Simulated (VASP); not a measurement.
# TiO2 (R-3m) in VASP: notebook

TiO2 is run at these levels: PBE; tasks: equation of state.

All numbers are computed with VASP 6.6.1; they aren't measurements. Logs are shortened: lines on timing, memory, paths and dates and some standing lists are left out, and cuts for length are marked.

**1. The cell of the first run**

Symmetry: R-3m, No. 166, trigonal system. The conventional cell has a = 2.995 Å, b = 2.995 Å, c = 20.945 Å, α = 90.00°, β = 90.00°, γ = 120.00°. Ti (site symmetry -3m) has 6 O at 1.98 Å within 2.6 Å. Within 2.6 Å of O (site symmetry 3m) lie 3 Ti at 1.98 Å and 3 O at 2.60 Å.

**2. Equation of state, PBE**

File POSCAR.step1:

```
TiO2
1.0
    1.4562875957      0.8407880354      6.7901720682
   -1.4562875957      0.8407880354      6.7901720682
    0.0000000000     -1.6815760708      6.7901720682
Ti O
1 2
Direct
    0.0000000000      0.0000000000      0.0000000000
    0.3795330000      0.3795330000      0.3795330000
    0.6204670000      0.6204670000      0.6204670000
```

File POSCAR.step2:

```
TiO2
1.0
    1.4770945154      0.8528009160      6.8871876337
   -1.4770945154      0.8528009160      6.8871876337
    0.0000000000     -1.7056018321      6.8871876337
Ti O
1 2
Direct
    0.0000000000      0.0000000000      0.0000000000
    0.3795330000      0.3795330000      0.3795330000
    0.6204670000      0.6204670000      0.6204670000
```

File POSCAR.step3:

```
TiO2
1.0
    1.4973312015      0.8644845722      6.9815443949
   -1.4973312015      0.8644845722      6.9815443949
    0.0000000000     -1.7289691445      6.9815443949
Ti O
1 2
Direct
    0.0000000000      0.0000000000      0.0000000000
    0.3795330000      0.3795330000      0.3795330000
    0.6204670000      0.6204670000      0.6204670000
```

File POSCAR.step4:

```
TiO2
1.0
    1.5170351874      0.8758606738      7.0734173569
   -1.5170351874      0.8758606738      7.0734173569
    0.0000000000     -1.7517213477      7.0734173569
Ti O
1 2
Direct
    0.0000000000      0.0000000000      0.0000000000
    0.3795330000      0.3795330000      0.3795330000
    0.6204670000      0.6204670000      0.6204670000
```

File POSCAR.step5:

```
TiO2
1.0
    1.5362402033      0.8869486948      7.1629637916
   -1.5362402033      0.8869486948      7.1629637916
    0.0000000000     -1.7738973898      7.1629637916
Ti O
1 2
Direct
    0.0000000000      0.0000000000      0.0000000000
    0.3795330000      0.3795330000      0.3795330000
    0.6204670000      0.6204670000      0.6204670000
```

File INCAR:

```
ALGO = Normal ; EDIFF = 1E-6
EFERMI = MIDGAP ; ENCUT = 520
GGA = PE ; GGA_COMPAT = F
ISIF = 2 ; ISMEAR = 0
KPAR = 8 ; LASPH = T
LCHARG = F ; LREAL = F
LWAVE = F ; NELM = 120
NSW = 0 ; PREC = Accurate
SIGMA = 0.03
```

File KPOINTS:

```
Automatic mesh
0
Gamma
  9 9 9
  0 0 0
```

Potentials or basis: VASP PAW PBE potentials, release 64 (Ti_sv, O).

On the command line:

```bash
> cat potpaw_PBE.64/Ti_sv/POTCAR potpaw_PBE.64/O/POTCAR > POTCAR
> cp POSCAR.step1 POSCAR
> mpirun -np 8 vasp_std > vasp.out
> cp POSCAR.step2 POSCAR
> mpirun -np 8 vasp_std > vasp.out
> cp POSCAR.step3 POSCAR
> mpirun -np 8 vasp_std > vasp.out
> cp POSCAR.step4 POSCAR
> mpirun -np 8 vasp_std > vasp.out
> cp POSCAR.step5 POSCAR
> mpirun -np 8 vasp_std > vasp.out
```

OUTCAR:

```text
EDIFF = 1E-6
   EFERMI = MIDGAP
   ENCUT = 520
   GGA = PE
   ISIF = 2
   ISMEAR = 0
   LASPH = T
   LREAL = F
   NELM = 120
   NSW = 0
   PREC = Accurate

 Found     85 irreducible k-points:

 Following reciprocal coordinates:
            Coordinates               Weight
  0.000000  0.000000  0.000000      1.000000
  0.111111  0.000000  0.000000      6.000000
  0.222222  0.000000  0.000000      6.000000
  0.333333 -0.000000  0.000000      6.000000
  0.444444  0.000000  0.000000      6.000000
  0.111111  0.111111  0.000000      6.000000
   k-points           NKPTS =     85   k-points in BZ     NKDIM =     85   number of bands    NBANDS=     16
   number of dos      NEDOS =    301   number of ions     NIONS =      3
   total plane-waves  NPLWV = 175616
   dimension x,y,z NGX =    56 NGY =   56 NGZ =   56
   dimension x,y,z NGXF=   112 NGYF=  112 NGZF=  112
   ions per type =               1   2
   NGX,Y,Z   is equivalent  to a cutoff of  12.62, 12.62, 12.62 a.u.
   NGXF,Y,Z  is equivalent  to a cutoff of  25.23, 25.23, 25.23 a.u.
 SYSTEM =  unknown system
   PREC   = accura    normal or accurate (medium, high low for compatibility)
   ISTART =      0    job   : 0-new  1-cont  2-samecut
   ICHARG =      2    charge: 1-file 2-atom 10-const
   ISPIN  =      1    spin polarized calculation?
   LNONCOLLINEAR =      F non collinear calculations
   LSORBIT =      F    spin-orbit coupling
   LASPH  =      T    aspherical Exc in radial PAW
   ENCUT  =  520.0 eV  38.22 Ry    6.18 a.u.  13.72 13.72 13.72*2*pi/ulx,y,z
   NELM   =    120;   NELMIN=  2; NELMDL=  0     # of ELM steps
   EDIFF  = 0.1E-05   stopping-criterion for ELM
   LREAL  =      F    real-space projection
   EDIFFG = 0.1E-04   stopping-criterion for IOM
   NSW    =      0    number of steps for IOM
   IBRION =     -1    ionic relax: 0-MD 1-quasi-New 2-CG
   NFREE  =      0    steps in history (QN), initial steepest desc. (CG)
   ISIF   =      2    stress and relaxation
   ISYM   =      2    0-nonsym 1-usesym 2-fastsym
   POTIM  = 0.5000    time-step for ionic-motion
   TEBEG  =    0.0;   TEEND  =   0.0 temperature during run

   SCALEE = 1.0000    scale energy and forces
   PSTRESS=    0.0 pullay stress
   NELECT =      24.0000    total number of electrons
   NUPDOWN=      -1.0000    fix difference up-down
   EMIN   =  10.00;   EMAX   =-10.00  energy-range for DOS
   EFERMI =   0.00;   METHOD = MIDGAP
   ISMEAR =     0;   SIGMA  =   0.03  broadening in eV -4-tet -1-fermi 0-gaus
   EFERMI_NEDOS =   21; number of points for ismear=-14 and -15
   IALGO  =     38    algorithm
   IMIX   =      4    mixing-type and parameters
     AMIX     =   0.40;   BMIX     =  1.00
     AMIX_MAG =   1.60;   BMIX_MAG =  1.00
  volume/ion in A,a.u.               =      19.52       131.73
  Fermi-wavevector in a.u.,A,eV,Ry     =   1.216031  2.297966 20.119367  1.478732
  Thomas-Fermi vector in A             =   2.351399
   LORBIT       =      0    0 simple, 1 ext, 2 COOP (PROOUT), +10 PAW based schemes
   GGA     = PE    functional components
   LHFCALC =     F    Hartree Fock is set to
   AEXX    =    0.0000 exact exchange contribution
   IVDW    =     0    specifies the selected vdW correction
   LEPSILON=     F    determine dielectric tensor
   LRPA    =     F    only Hartree local field effects (RPA)

   CSHIFT  =0.1000    complex shift for real part using Kramers Kronig

   OMEGAMAX=  -1.0    maximum frequency
 non-spin polarized calculation
 Gauss-broadening in eV      SIGMA  =   0.03
  energy-cutoff  :      520.00
  volume of cell :       58.56
 maximum number of plane-waves:      1592
   NGX = 27   NGY = 27   NGZ = 27

 number of electron      23.9999997 magnetization

 Free energy of the ion-electron system (eV)
  ---------------------------------------------------
  ext. energy  EPLUGINS =         0.00000000
  ---------------------------------------------------
  free energy    TOTEN  =       -26.37281667 eV

  energy without entropy =      -26.37281667  energy(sigma->0) =      -26.37281667

 E-fermi :  -0.3314     XC(G=0):  -7.4055

 val. band max:       -1.5612029010   @ k =  -0.1111   0.1111   0.1111
 cond. band min:       0.8983676603   @ k =   0.1111   0.1111   0.1111
 fundamental gap:      2.4595705612
 Fermi energy:        -0.3314176203

 k-point     1 :       0.0000    0.0000    0.0000
  band No.  band energies     occupation
      1     -58.1906      2.00000
      2     -34.4236      2.00000
      3     -34.1870      2.00000
      4     -34.1870      2.00000
      5     -18.6375      2.00000
      6     -17.1292      2.00000
[... 8 lines left out ...]
     15       2.3764      0.00000
     16       4.6416      0.00000

 k-point     2 :       0.1111    0.0000    0.0000
  band No.  band energies     occupation
      1     -58.1850      2.00000
      2     -34.4134      2.00000
      3     -34.2369      2.00000
      4     -34.1966      2.00000
      5     -18.5086      2.00000
      6     -17.1897      2.00000
[... 8 lines left out ...]
     15       2.3368      0.00000
     16       4.3212      0.00000

 k-point     3 :       0.2222    0.0000    0.0000
  band No.  band energies     occupation
      1     -58.1709      2.00000
      2     -34.3901      2.00000
      3     -34.3586      2.00000
      4     -34.2209      2.00000
      5     -18.1843      2.00000
      6     -17.3319      2.00000
[... 8 lines left out ...]
     15       2.1909      0.00000
     16       3.8494      0.00000

 k-point     4 :       0.3333   -0.0000    0.0000
  band No.  band energies     occupation
      1     -58.1547      2.00000
      2     -34.5015      2.00000
      3     -34.3555      2.00000
      4     -34.2484      2.00000
      5     -17.8678      2.00000
      6     -17.4234      2.00000
[... 8 lines left out ...]
     15       1.9756      0.00000
     16       3.7942      0.00000

 k-point     5 :       0.4444    0.0000    0.0000
  band No.  band energies     occupation
      1     -58.1441      2.00000
      2     -34.5897      2.00000
      3     -34.3359      2.00000
      4     -34.2662      2.00000
      5     -17.8073      2.00000
      6     -17.3246      2.00000
[... 8 lines left out ...]
     15       1.8640      0.00000
     16       3.9947      0.00000

 k-point     6 :       0.1111    0.1111    0.0000
  band No.  band energies     occupation
      1     -58.1850      2.00000
      2     -34.4134      2.00000
      3     -34.2369      2.00000
      4     -34.1966      2.00000
      5     -18.5086      2.00000
      6     -17.1897      2.00000
[... 8 lines left out ...]
     15       2.3374      0.00000
     16       4.3101      0.00000

 [... further k-points ...]
[... 5 lines left out ...]
  --------------------------------------------------------------------------------------
  -------------------------------------------------------------------------------------
  Total       -3.6019218     -3.6019218     -2.0575970      0.0000000      0.0000000      0.0000000
  in kB      -98.5469593    -98.5469593    -56.2949284      0.0000000      0.0000000      0.0000000
  external PRESSURE =     -84.4629490 kB  Pullay stress =       0.0000000 kB

 VOLUME and BASIS-vectors are now :
 -----------------------------------------------------------------------------
  energy-cutoff  :      520.00
  volume of cell :       58.56
      direct lattice vectors                 reciprocal lattice vectors
     1.536240203  0.886948695  7.162963792     0.325469936  0.187910155  0.046535672
    -1.536240203  0.886948695  7.162963792    -0.325469936  0.187910155  0.046535672
     0.000000000 -1.773897390  7.162963792     0.000000000 -0.375820310  0.046535672

 POSITION                                       TOTAL-FORCE (eV/Angst)
 -----------------------------------------------------------------------------------
      0.00000      0.00000      0.00000         0.000000     -0.000000      0.000000
      0.00000     -0.00000      8.15574         0.000000      0.000000     -1.016339
      0.00000     -0.00000     13.33315         0.000000     -0.000000      1.016339
 -----------------------------------------------------------------------------------
    total drift:                                0.000000      0.000000      0.000000

  FREE ENERGIE OF THE ION-ELECTRON SYSTEM (eV)
  ---------------------------------------------------
  free  energy   TOTEN  =       -26.3728166651 eV

  energy  without entropy=      -26.3728166651  energy(sigma->0) =      -26.37281667
```

Wall time 5.2 min (8 MPI ranks of Intel Xeon 6975P-C (Granite Rapids), shared host); peak memory 0.45 GiB.

Results:

```yaml
Equilibrium_volume: 18.05 Å³/atom
Bulk_modulus_at_fixed_shape_and_positions: 126 GPa
Pressure_derivative_of_the_bulk_modulus: "4.3 (rough: it moves with the points fitted)"
```

Energy against volume, from the lowest point:
| volume (Å³/atom) | energy (meV/atom) |
| --- | --- |
| 16.628 | 50.77 |
| 17.351 | 11.36 |
| 18.074 | 0.00 |
| 18.797 | 11.33 |
| 19.520 | 41.02 |

Caveat: the cell was scaled at fixed shape and fractional positions, which overstates the stiffness of a crystal with free parameters, most of all of layers and chains.

**3. Equation of state, PBE**

File POSCAR.step1:

```
TiO2
1.0
    1.4509919577      0.8377305973      6.7654803154
   -1.4509919577      0.8377305973      6.7654803154
    0.0000000000     -1.6754611947      6.7654803154
Ti O
1 2
Direct
    0.0000000000      0.0000000000      0.0000000000
    0.3795330000      0.3795330000      0.3795330000
    0.6204670000      0.6204670000      0.6204670000
```

File POSCAR.step2:

```
TiO2
1.0
    1.4667648451      0.8468370781      6.8390239066
   -1.4667648451      0.8468370781      6.8390239066
    0.0000000000     -1.6936741564      6.8390239066
Ti O
1 2
Direct
    0.0000000000      0.0000000000      0.0000000000
    0.3795330000      0.3795330000      0.3795330000
    0.6204670000      0.6204670000      0.6204670000
```

File POSCAR.step3:

```
TiO2
1.0
    1.4822056098      0.8557518077      6.9110189226
   -1.4822056098      0.8557518077      6.9110189226
    0.0000000000     -1.7115036156      6.9110189226
Ti O
1 2
Direct
    0.0000000000      0.0000000000      0.0000000000
    0.3795330000      0.3795330000      0.3795330000
    0.6204670000      0.6204670000      0.6204670000
```

File POSCAR.step4:

```
TiO2
1.0
    1.4973312015      0.8644845722      6.9815443949
   -1.4973312015      0.8644845722      6.9815443949
    0.0000000000     -1.7289691445      6.9815443949
Ti O
1 2
Direct
    0.0000000000      0.0000000000      0.0000000000
    0.3795330000      0.3795330000      0.3795330000
    0.6204670000      0.6204670000      0.6204670000
```

File POSCAR.step5:

```
TiO2
1.0
    1.5121572271      0.8730443821      7.0506730926
   -1.5121572271      0.8730443821      7.0506730926
    0.0000000000     -1.7460887643      7.0506730926
Ti O
1 2
Direct
    0.0000000000      0.0000000000      0.0000000000
    0.3795330000      0.3795330000      0.3795330000
    0.6204670000      0.6204670000      0.6204670000
```

File POSCAR.step6:

```
TiO2
1.0
    1.5266980925      0.8814395546      7.1184721853
   -1.5266980925      0.8814395546      7.1184721853
    0.0000000000     -1.7628791093      7.1184721853
Ti O
1 2
Direct
    0.0000000000      0.0000000000      0.0000000000
    0.3795330000      0.3795330000      0.3795330000
    0.6204670000      0.6204670000      0.6204670000
```

File POSCAR.step7:

```
TiO2
1.0
    1.5409671260      0.8896777849      7.1850038190
   -1.5409671260      0.8896777849      7.1850038190
    0.0000000000     -1.7793555700      7.1850038190
Ti O
1 2
Direct
    0.0000000000      0.0000000000      0.0000000000
    0.3795330000      0.3795330000      0.3795330000
    0.6204670000      0.6204670000      0.6204670000
```

Changes to INCAR since step 2:

```diff
@@ -1,3 +1,3 @@
-ALGO = Normal ; EDIFF = 1E-6
-EFERMI = MIDGAP ; ENCUT = 520
+ALGO = Normal ; EDIFF = 1E-7
+EFERMI = MIDGAP ; ENCUT = 840
 GGA = PE ; GGA_COMPAT = F
```

File KPOINTS:

```
Automatic mesh
0
Gamma
  13 13 13
  0 0 0
```

Potentials or basis: VASP PAW PBE potentials, release 64 (Ti_sv, O).

On the command line:

```bash
> cat potpaw_PBE.64/Ti_sv/POTCAR potpaw_PBE.64/O/POTCAR > POTCAR
> cp POSCAR.step1 POSCAR
> mpirun -np 8 vasp_std > vasp.out
> cp POSCAR.step2 POSCAR
> mpirun -np 8 vasp_std > vasp.out
> cp POSCAR.step3 POSCAR
> mpirun -np 8 vasp_std > vasp.out
> cp POSCAR.step4 POSCAR
> mpirun -np 8 vasp_std > vasp.out
> cp POSCAR.step5 POSCAR
> mpirun -np 8 vasp_std > vasp.out
> cp POSCAR.step6 POSCAR
> mpirun -np 8 vasp_std > vasp.out
> cp POSCAR.step7 POSCAR
> mpirun -np 8 vasp_std > vasp.out
```

Run time: 26 min. Hardware: 8 MPI ranks of Intel Xeon 6975P-C (Granite Rapids), shared host; peak memory 1 GiB.

The run converged. Its results:

* Equilibrium volume: 18.04 Å³/atom
* Bulk modulus at fixed shape and positions: 126 GPa
* Pressure derivative of the bulk modulus: 4.3

Energy against volume, from the lowest point:
| volume (Å³/atom) | energy (meV/atom) |
| --- | --- |
| 16.447 | 65.20 |
| 16.990 | 26.87 |
| 17.532 | 5.99 |
| 18.074 | 0.00 |
| 18.616 | 6.73 |
| 19.159 | 24.31 |
| 19.701 | 51.16 |

Caveat: the cell was scaled at fixed shape and fractional positions, which overstates the stiffness of a crystal with free parameters, most of all of layers and chains.
